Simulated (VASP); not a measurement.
A run of VASP 6.6.1 is set up as follows.

The input POSCAR:

```
NiO
1.0
    0.0000000000      2.0859016414      2.0859016414
    2.0859016414      0.0000000000      2.0859016414
    2.0859016414      2.0859016414      0.0000000000
Ni O
1 1
Direct
    0.0000000000      0.0000000000      0.0000000000
    0.5000000000      0.5000000000      0.5000000000
```

INCAR.step1

```
ALGO = Normal
EDIFF = 1E-7
ENCUT = 520
GGA = PS
ISIF = 2
ISMEAR = -1
ISPIN = 2
LASPH = T
LCHARG = T
LDAU = T
LDAUJ = 0 0
LDAUL = 2 -1
LDAUPRINT = 1
LDAUTYPE = 2
LDAUU = 2 0
LMAXMIX = 4
LREAL = F
LWAVE = F
MAGMOM = 1 0
NBANDS = 19
NELM = 150
PREC = Accurate
SIGMA = 0.05
```

KPOINTS.step1

```
k-points
0
Gamma
  11 11 11
```

File INCAR.step2:

```
ALGO = Normal
EDIFF = 1E-7
ENCUT = 520
GGA = PS
ICHARG = 11
ISIF = 2
ISMEAR = -5
ISPIN = 2
LASPH = T
LCHARG = F
LDAU = T
LDAUJ = 0 0
LDAUL = 2 -1
LDAUPRINT = 1
LDAUTYPE = 2
LDAUU = 2 0
LMAXMIX = 4
LORBIT = 11
LREAL = F
LWAVE = F
MAGMOM = 1 0
NEDOS = 2001
NELM = 150
PREC = Accurate
SIGMA = 0.05
```

Contents of KPOINTS.step2:

```
k-points
0
Gamma
  17 17 17
```

Potentials or basis: VASP PAW PBE potentials, release 64 (Ni, O).

The run is started by

```sh
$ cat potpaw_PBE.64/Ni/POTCAR potpaw_PBE.64/O/POTCAR > POTCAR
$ cp INCAR.step1 INCAR
$ cp KPOINTS.step1 KPOINTS
$ mpirun -np 1 vasp_std > vasp.out
$ cp INCAR.step2 INCAR
$ cp KPOINTS.step2 KPOINTS
$ mpirun -np 1 vasp_std > vasp.out
```

(1) What does it give for the net moment?

(2) Predict the site moments.

## Answers

(1) 2.00 μB per cell.

(2) Ni +1.67; O +0.29 μB.

Caveat: a cell with one magnetic atom can't hold antiferromagnetic order, which such compounds often take.
